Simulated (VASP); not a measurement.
Input of a VASP 6.6.1 run:

The input INCAR:

```
ALGO     = Normal         # electronic algorithm
EDIFF    = 1E-7           # SCF threshold, eV
ENCUT    = 520            # plane-wave cutoff, eV
GGA      = PE             # functional
ISIF     = 2              # what is computed and relaxed
ISMEAR   = -1             # smearing method
LASPH    = T              # aspherical terms in the spheres
LCHARG   = F              # write CHGCAR
LDAU     = T              # DFT+U
LDAUJ    = 0 0 0        
LDAUL    = -1 2 -1        # shell
LDAUPRINT= 1            
LDAUTYPE = 2            
LDAUU    = 0 1 0          # U, eV
LMAXMIX  = 4              # l up to which the mixer works
LREAL    = F              # projectors in reciprocal space
LWAVE    = F              # write WAVECAR
NBANDS   = 28             # bands
NELM     = 150            # most SCF steps
PREC     = Accurate       # precision mode
SIGMA    = 0.05           # smearing width, eV
```

KPOINTS

```
k-points
0
Gamma
  7 7 7
```

Contents of POSCAR:

```
BaTiO3
1.0
    3.9913535024      0.0000000000      0.0000000000
    0.0000000000      3.9913535024      0.0000000000
    0.0000000000      0.0000000000      4.1853507905
Ba Ti O
1 1 3
Direct
    0.0000000000      0.0000000000     -0.0092878844
    0.5000000000      0.5000000000      0.4737411950
    0.0000000000      0.5000000000      0.5198066042
    0.5000000000      0.0000000000      0.5198066042
    0.5000000000      0.5000000000      0.0389334810
```

Potentials or basis: VASP PAW PBE potentials, release 64 (Ba_sv, Ti_sv, O).

The run is started by

```bash
$ cat potpaw_PBE.64/Ba_sv/POTCAR potpaw_PBE.64/Ti_sv/POTCAR potpaw_PBE.64/O/POTCAR > POTCAR
$ mpirun -np 1 vasp_std > vasp.out
```

Predict the largest force.

0.234 eV/Å.

What does it give for the pressure?

2.1 GPa.

What does it give for the band gap on the k mesh?

2.01 eV (least direct gap 2.45 eV).

Forces in eV/Å, atoms in the order of the input:
```
Ba   0.000  0.000  0.044
Ti   0.000  0.000  0.234
O    0.000  0.000 -0.024
O    0.000  0.000 -0.024
O    0.000  0.000 -0.230
```

Caveat: spin-orbit coupling is left out, which moves the levels of the heavy elements; an odd mesh through Γ misses points on the zone boundary, where band edges can lie.
